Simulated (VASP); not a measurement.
Wanted: the native input for a VASP 6.6.1 run.

* Task: electric field gradients
* Functional: PBE
* Potentials or basis: VASP PAW PBE potentials, release 64 (Ta_pv, N)
* Cutoff: 520 eV
* k mesh: 9 × 9 × 9
* Occupations: fermi-dirac, width 0.02 eV
* Spin: no spin polarisation
* Dipole correction: no
* Further INCAR settings: ALGO = Normal; EDIFF = 1e-08; NBANDS = 15

The structure of TaN lies in POSCAR:

```
TaN
1.0
    0.0000000000      2.1790000000      2.1790000000
    2.1790000000      0.0000000000      2.1790000000
    2.1790000000      2.1790000000      0.0000000000
Ta N
1 1
Direct
    0.5000000000      0.5000000000      0.5000000000
    0.0264960991      0.0264960991      0.0264960991
```

This cell differs from its parent crystal: atom 2 (N) moved by [0.11547, 0.11547, 0.11547] A.

These files were run (other wordings do the same):

INCAR

```
SYSTEM = TaN
PREC     = Accurate       ! precision mode
ENCUT    = 520            ! plane-wave cutoff, eV
EDIFF    = 1E-8           ! SCF threshold, eV
ISMEAR   = -1             ! smearing method
SIGMA    = 0.02           ! smearing width, eV
LREAL    = .FALSE.        ! projectors in reciprocal space
LASPH    = .TRUE.         ! aspherical terms in the spheres
NELM     = 60             ! most SCF steps
ALGO     = Normal         ! electronic algorithm
ISIF     = 2              ! what is computed and relaxed
LWAVE    = .FALSE.        ! write WAVECAR
LCHARG   = .FALSE.        ! write CHGCAR
GGA      = PE             ! functional
LEFG     = .TRUE.       
NBANDS   = 15             ! bands
```

KPOINTS

```
Automatic mesh
0
G
  9 9 9
  0 0 0
```

Potentials or basis: VASP PAW PBE potentials, release 64 (Ta_pv, N).

The run is started by

```console
$ cat potpaw_PBE.64/Ta_pv/POTCAR potpaw_PBE.64/N/POTCAR > POTCAR
$ mpirun -np 1 vasp_std > vasp.out
```

Results of the run:

The pressure is 22.8 GPa and the largest force is 1.960 eV/Å. The band gap on the k mesh is zero (band 8 reaches 11.47 eV, above the bottom of band 9 at 7.96 eV).

Caveat: the cell differs from its parent crystal (atom 2 (N) moved by [0.11547, 0.11547, 0.11547] A); without QUAD_EFG the Cq values of the log hold for a quadrupole moment of 1 mb, not for the nuclei; spin-orbit coupling is left out, which moves the levels of the heavy elements; forces of over 1 eV/Å act on the atoms, so gaps and moduli don't describe the material at rest.

It took 18 s on 1 thread of Intel(R) Xeon(R) Platinum 8488C (Sapphire Rapids), with other jobs on the host, peak memory 0.15 GiB.
